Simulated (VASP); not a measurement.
# Pd (Fm-3m) in VASP: further runs

Pd is run at these levels: PBE; tasks: single point, relaxation of cell and atoms.

All numbers are computed with VASP 6.6.1; they aren't measurements. Logs are shortened: lines on timing, memory, paths and dates and some standing lists are left out, and cuts for length are marked.

## Step 1: The cell of the first run

The structure is cubic, space group Fm-3m (No. 225). The conventional cell has a = 3.943 Å, b = 3.943 Å, c = 3.943 Å, α = 90.00°, β = 90.00°, γ = 90.00°. Within 3.7 Å of Pd (site symmetry m-3m) lie 12 Pd at 2.79 Å.

## Step 2: Single point, PBE

Input file INCAR:

```
SYSTEM = Pd
ALGO = Normal ; EDIFF = 1E-7
ENCUT = 520 ; GGA = PE
ISIF = 2 ; ISMEAR = -1
LASPH = .TRUE. ; LCHARG = .FALSE.
LREAL = .FALSE. ; LWAVE = .FALSE.
NBANDS = 11 ; NELM = 60
PREC = Accurate ; SIGMA = 0.1
```

Input file KPOINTS:

```
k-points
0
G
  9 9 9
  0 0 0
```

Input file POSCAR:

```
Pd
1.0
    0.0000000000      1.9716761630      1.9716761630
    1.9716761630      0.0000000000      1.9716761630
    1.9716761630      1.9716761630      0.0000000000
Pd
1
Direct
    0.0000000000      0.0000000000      0.0000000000
```

Potentials or basis: VASP PAW PBE potentials, release 64 (Pd).

Command:

```
$ cat potpaw_PBE.64/Pd/POTCAR > POTCAR
$ mpirun -np 1 vasp_std > vasp.out
```

OUTCAR:

```text
SYSTEM = Pd
   EDIFF = 1E-7
   ENCUT = 520
   GGA = PE
   ISIF = 2
   ISMEAR = -1
   LASPH = .TRUE.
   LREAL = .FALSE.
   NELM = 60
   PREC = Accurate

 ion  position               nearest neighbor table
   1  0.000  0.000  0.000-

  LATTYP: Found a face centered cubic cell.
 ALAT       =     3.9433523260

  Lattice vectors:

 A1 = (   0.0000000000,   1.9716761630,   1.9716761630)
 A2 = (   1.9716761630,   0.0000000000,   1.9716761630)
 A3 = (   1.9716761630,   1.9716761630,   0.0000000000)

Analysis of symmetry for initial positions (statically):
=====================================================================
 Subroutine PRICEL returns:
 Original cell was already a primitive cell.

 Routine SETGRP: Setting up the symmetry group for a
 face centered cubic supercell.

 Subroutine GETGRP returns: Found 48 space group operations
[... 9 lines left out ...]

 Routine SETGRP: Setting up the symmetry group for a
 face centered cubic supercell.

 Subroutine GETGRP returns: Found 48 space group operations
[... 11 lines left out ...]
                                     Primitive cell

  volume of cell :      15.3298

  direct lattice vectors                    reciprocal lattice vectors
     0.000000000  1.971676163  1.971676163    -0.253591340  0.253591340  0.253591340
     1.971676163  0.000000000  1.971676163     0.253591340 -0.253591340  0.253591340
     1.971676163  1.971676163  0.000000000     0.253591340  0.253591340 -0.253591340

  length of vectors
     2.788371170  2.788371170  2.788371170     0.439233085  0.439233085  0.439233085

  position of ions in fractional coordinates (direct lattice)
     0.000000000  0.000000000  0.000000000

  ion indices of the primitive-cell ions
   primitive index   ion index
                 1           1

----------------------------------------------------------------------------------------

 KPOINTS: k-points

Automatic generation of k-mesh.
 Grid dimensions read from file:
 generate k-points for:    9    9    9

 Generating k-lattice:

  Cartesian coordinates                     Fractional coordinates (reciprocal lattice)
    -0.028176816  0.028176816  0.028176816     0.111111111  0.000000000  0.000000000
     0.028176816 -0.028176816  0.028176816     0.000000000  0.111111111  0.000000000
     0.028176816  0.028176816 -0.028176816     0.000000000  0.000000000  0.111111111

  Length of vectors
     0.048803676  0.048803676  0.048803676

  Shift w.r.t. Gamma in fractional coordinates (k-lattice)
     0.000000000  0.000000000  0.000000000

 Subroutine IBZKPT returns following result:
 ===========================================

 Found     35 irreducible k-points:

 Following reciprocal coordinates:
            Coordinates               Weight
  0.000000  0.000000  0.000000      1.000000
  0.111111  0.000000  0.000000      8.000000
  0.222222  0.000000  0.000000      8.000000
  0.333333  0.000000  0.000000      8.000000
  0.444444  0.000000  0.000000      8.000000
  0.111111  0.111111  0.000000      6.000000
[... 16 lines left out ...]
 -0.333333  0.333333  0.000000     12.000000
  0.444444  0.444444  0.000000      6.000000
 [... further k-points ...]
   k-points           NKPTS =     35   k-points in BZ     NKDIM =     35   number of bands    NBANDS=     11
   number of dos      NEDOS =    301   number of ions     NIONS =      1
   total plane-waves  NPLWV =  13824
   dimension x,y,z NGX =    24 NGY =   24 NGZ =   24
   dimension x,y,z NGXF=    48 NGYF=   48 NGZF=   48
   ions per type =               1
   NGX,Y,Z   is equivalent  to a cutoff of  14.31, 14.31, 14.31 a.u.
   NGXF,Y,Z  is equivalent  to a cutoff of  28.62, 28.62, 28.62 a.u.
 SYSTEM =  Pd
   PREC   = accura    normal or accurate (medium, high low for compatibility)
   ISTART =      0    job   : 0-new  1-cont  2-samecut
   ICHARG =      2    charge: 1-file 2-atom 10-const
   ISPIN  =      1    spin polarized calculation?
   LNONCOLLINEAR =      F non collinear calculations
   LSORBIT =      F    spin-orbit coupling
   LASPH  =      T    aspherical Exc in radial PAW
   ENCUT  =  520.0 eV  38.22 Ry    6.18 a.u.   5.18  5.18  5.18*2*pi/ulx,y,z
   NELM   =     60;   NELMIN=  2; NELMDL= -5     # of ELM steps
   EDIFF  = 0.1E-06   stopping-criterion for ELM
   LREAL  =      F    real-space projection
   EDIFFG = 0.1E-05   stopping-criterion for IOM
   NSW    =      0    number of steps for IOM
   IBRION =     -1    ionic relax: 0-MD 1-quasi-New 2-CG
   NFREE  =      0    steps in history (QN), initial steepest desc. (CG)
   ISIF   =      2    stress and relaxation
   ISYM   =      2    0-nonsym 1-usesym 2-fastsym
   POTIM  = 0.5000    time-step for ionic-motion
   TEBEG  =    0.0;   TEEND  =   0.0 temperature during run
   PSTRESS=    0.0 pullay stress
   NELECT =      10.0000    total number of electrons
   NUPDOWN=      -1.0000    fix difference up-down
   EMIN   =  10.00;   EMAX   =-10.00  energy-range for DOS
   EFERMI =   0.00;   METHOD = LEGACY
   ISMEAR =    -1;   SIGMA  =   0.10  broadening in eV -4-tet -1-fermi 0-gaus
   EFERMI_NEDOS =   21; number of points for ismear=-14 and -15
   IALGO  =     38    algorithm
   IMIX   =      4    mixing-type and parameters
     AMIX     =   0.40;   BMIX     =  1.00
     AMIX_MAG =   1.60;   BMIX_MAG =  1.00
  volume/ion in A,a.u.               =      15.33       103.45
  Fermi-wavevector in a.u.,A,eV,Ry     =   1.419807  2.683046 27.427322  2.015851
  Thomas-Fermi vector in A             =   2.540789
   LORBIT       =      0    0 simple, 1 ext, 2 COOP (PROOUT), +10 PAW based schemes
   GGA     = PE    functional components
   LHFCALC =     F    Hartree Fock is set to
   AEXX    =    0.0000 exact exchange contribution
   IVDW    =     0    specifies the selected vdW correction
   LEPSILON=     F    determine dielectric tensor
   LRPA    =     F    only Hartree local field effects (RPA)
 non-spin polarized calculation
  energy-cutoff  :      520.00
  volume of cell :       15.33
 maximum number of plane-waves:       424
 NGX is ok and might be reduce to    24
   NGX = 11   NGY = 11   NGZ = 11

 number of electron      10.0000000 magnetization

 Free energy of the ion-electron system (eV)
  ---------------------------------------------------
  ext. energy  EPLUGINS =         0.00000000
  ---------------------------------------------------
  free energy    TOTEN  =        -5.25851479 eV

  energy without entropy =       -5.18967373  energy(sigma->0) =       -5.22409426

 E-fermi :   9.1262     XC(G=0): -12.9493

 val. band max:        9.1255392331   @ k =  -0.4444   0.3333   0.0000
 cond. band min:       9.1434085328   @ k =   0.4444   0.2222   0.0000
 fundamental gap:      0.0178692997
 Fermi energy:         9.1261871385

 k-point     1 :       0.0000    0.0000    0.0000
  band No.  band energies     occupation
      1       2.3003      2.00000
      2       6.4589      2.00000
      3       6.4589      2.00000
      4       6.4589      2.00000
      5       7.9680      1.99998
      6       7.9680      1.99998
      7      26.3139      0.00000
      8      30.8708      0.00000
      9      30.8708      0.00000
     10      30.8708      0.00000
     11      35.4157      0.00000

 k-point     2 :       0.1111    0.0000    0.0000
  band No.  band energies     occupation
      1       2.7235      2.00000
      2       6.3287      2.00000
      3       6.5926      2.00000
      4       6.5926      2.00000
      5       7.9140      1.99999
      6       7.9140      1.99999
      7      26.6351      0.00000
      8      28.5885      0.00000
      9      31.3164      0.00000
     10      31.3164      0.00000
     11      36.0711      0.00000

 k-point     3 :       0.2222    0.0000    0.0000
  band No.  band energies     occupation
      1       3.7263      2.00000
      2       6.2949      2.00000
      3       6.7476      2.00000
      4       6.7476      2.00000
      5       8.0114      1.99997
      6       8.0114      1.99997
      7      24.3482      0.00000
      8      27.4120      0.00000
      9      32.2041      0.00000
     10      32.2041      0.00000
     11      34.4905      0.00000

 k-point     4 :       0.3333    0.0000    0.0000
  band No.  band energies     occupation
      1       4.2202      2.00000
      2       6.6075      2.00000
      3       6.6075      2.00000
      4       7.5456      2.00000
      5       8.5368      1.99450
      6       8.5368      1.99450
      7      20.2802      0.00000
      8      26.5556      0.00000
      9      31.4483      0.00000
     10      31.4483      0.00000
     11      35.0721      0.00000

 k-point     5 :       0.4444    0.0000    0.0000
  band No.  band energies     occupation
      1       4.1529      2.00000
      2       6.4417      2.00000
      3       6.4417      2.00000
      4       9.0213      1.48109
      5       9.0213      1.48109
      6       9.7386      0.00437
      7      16.8151      0.00000
      8      25.7708      0.00000
      9      30.0703      0.00000
     10      30.0703      0.00000
     11      35.7541      0.00000
[... 211 lines left out ...]
 k-point    21 :       0.4444    0.3333    0.0000
  band No.  band energies     occupation
      1       4.4642      2.00000
      2       4.7174      2.00000
      3       8.0895      1.99994
      4       8.4439      1.99783
      5       9.1739      0.76584
      6      11.3457      0.00000
      7      21.4938      0.00000
      8      22.5234      0.00000
      9      23.7372      0.00000
     10      29.6586      0.00000
     11      31.9915      0.00000

 k-point    22 :      -0.4444    0.3333    0.0000
  band No.  band energies     occupation
      1       4.6231      2.00000
      2       5.1137      2.00000
      3       7.4268      2.00000
      4       8.1985      1.99981
      5       9.1255      1.00324
      6      14.5410      0.00000
      7      17.9815      0.00000
      8      20.7212      0.00000
      9      24.4375      0.00000
     10      29.2157      0.00000
     11      35.2606      0.00000

 k-point    23 :      -0.3333    0.3333    0.0000
  band No.  band energies     occupation
      1       5.0269      2.00000
      2       5.7297      2.00000
      3       6.6264      2.00000
      4       7.8399      1.99999
      5       8.6649      1.98036
      6      14.9779      0.00000
      7      17.8549      0.00000
      8      19.8437      0.00000
      9      26.4487      0.00000
     10      28.6357      0.00000
     11      35.5652      0.00000

 k-point    24 :       0.4444    0.4444    0.0000
  band No.  band energies     occupation
      1       4.1274      2.00000
      2       4.3835      2.00000
      3       9.0307      1.44417
      4       9.2588      0.41955
      5       9.2588      0.41955
      6      11.8023      0.00000
      7      20.3900      0.00000
      8      22.4346      0.00000
      9      22.4346      0.00000
     10      30.0964      0.00000
     11      30.1520      0.00000

 [... further k-points ...]
[... 5 lines left out ...]
  --------------------------------------------------------------------------------------
  -------------------------------------------------------------------------------------
  Total       -0.0253251     -0.0253251     -0.0253251      0.0000000      0.0000000      0.0000000
  in kB       -2.6468186     -2.6468186     -2.6468186      0.0000000      0.0000000      0.0000000
  external PRESSURE =      -2.6468186 kB  Pullay stress =       0.0000000 kB

 VOLUME and BASIS-vectors are now :
 -----------------------------------------------------------------------------
  energy-cutoff  :      520.00
  volume of cell :       15.33
      direct lattice vectors                 reciprocal lattice vectors
     0.000000000  1.971676163  1.971676163    -0.253591340  0.253591340  0.253591340
     1.971676163  0.000000000  1.971676163     0.253591340 -0.253591340  0.253591340
     1.971676163  1.971676163  0.000000000     0.253591340  0.253591340 -0.253591340

 POSITION                                       TOTAL-FORCE (eV/Angst)
 -----------------------------------------------------------------------------------
      0.00000      0.00000      0.00000        -0.000000     -0.000000     -0.000000
 -----------------------------------------------------------------------------------
    total drift:                               -0.000000      0.000000     -0.000000

  FREE ENERGIE OF THE ION-ELECTRON SYSTEM (eV)
  ---------------------------------------------------
  free  energy   TOTEN  =        -5.2585147891 eV

  energy  without entropy=       -5.1896737349  energy(sigma->0) =       -5.22409426
```

Run time: 5.3 s. Hardware: 1 thread of Intel Xeon Platinum 8375C at 2.90GHz (Ice Lake), shared host; peak memory 0.14 GiB.

Results:

```
Free energy            : -5.2585 eV
Pressure               : -0.3 GPa
Band gap on the k mesh : zero (band 5 reaches 9.30 eV, above the bottom of band 6 at 7.91 eV)
```

Levels at points of the mesh, in eV from the Fermi level:
```tsv
k point	band 3	band 4	band 5	band 6	band 7	band 8
(0.00, 0.00, 0.00)	-2.67	-2.67	-1.16	-1.16	17.19	21.74
```

## Step 3: Relaxation of cell and atoms, PBE

This run uses another cell than the first one, of 14.75 Å³/atom, 0.962 times its volume.

Input file INCAR:

```
PREC = Accurate
ENCUT = 600
EDIFF = 1E-7
ISMEAR = -1
SIGMA = 0.1
LREAL = F
LASPH = T
NELM = 100
ALGO = Normal
ISIF = 3
LWAVE = F
LCHARG = F
GGA = PE
IBRION = 2
NSW = 80
EDIFFG = -0.02
```

Input file KPOINTS:

```
Automatic mesh
0
Gamma
  9 9 9
```

Input file POSCAR:

```
Pd
1.0
    0.0000000000      1.9465000000      1.9465000000
    1.9465000000      0.0000000000      1.9465000000
    1.9465000000      1.9465000000      0.0000000000
Pd
1
Direct
    0.0000000000      0.0000000000      0.0000000000
```

Potentials or basis: VASP PAW PBE potentials, release 64 (Pd).

Command:

```
$ cat potpaw_PBE.64/Pd/POTCAR > POTCAR
$ mpirun -np 1 vasp_std > vasp.out
```

Wall time 11 s (1 thread of Intel Xeon Platinum 8375C at 2.90GHz (Ice Lake), shared host); peak memory 0.15 GiB.

The run converged. Its results:

| Quantity | Value |
| --- | --- |
| Free energy | -5.2582 eV |
| Relaxed volume | 15.31 Å³/atom |
| Relaxed cell | a = 2.787 Å, b = 2.787 Å, c = 2.787 Å, α = 60.00°, β = 60.00°, γ = 60.00° |
| Space group after relaxing (to 0.05 Å) | Fm-3m (No. 225) |
| Energy gained by relaxing | 11.2 meV/atom |
| Ionic steps | 3 |
| Pressure after relaxing | -0.1 GPa |
| Band gap on the k mesh | zero (band 5 reaches 9.33 eV, above the bottom of band 6 at 7.94 eV) |

Step by step:
```tsv
step	energy change (eV)	largest force (eV/Å)	pressure (GPa)	volume (Å³)
1	0.0000	0.0000	6.82	14.75
2	0.0100	0.0000	-7.68	16.13
3	-0.0112	0.0000	-0.07	15.31
```

Final structure:
```xyz
1
Lattice="0.0000 1.9707 1.9707 1.9707 0.0000 1.9707 1.9707 1.9707 0.0000" Properties=species:S:1:pos:R:3 pbc="T T T"
Pd    0.0000    0.0000    0.0000
```

Levels at points of the mesh, in eV from the Fermi level:
```
           k point  band 1  band 2  band 3  band 4  band 5  band 6  band 7  band 8  band 9
(0.00, 0.00, 0.00)   -6.84   -2.67   -2.67   -2.67   -1.16   -1.16   17.19   21.75   21.75
```
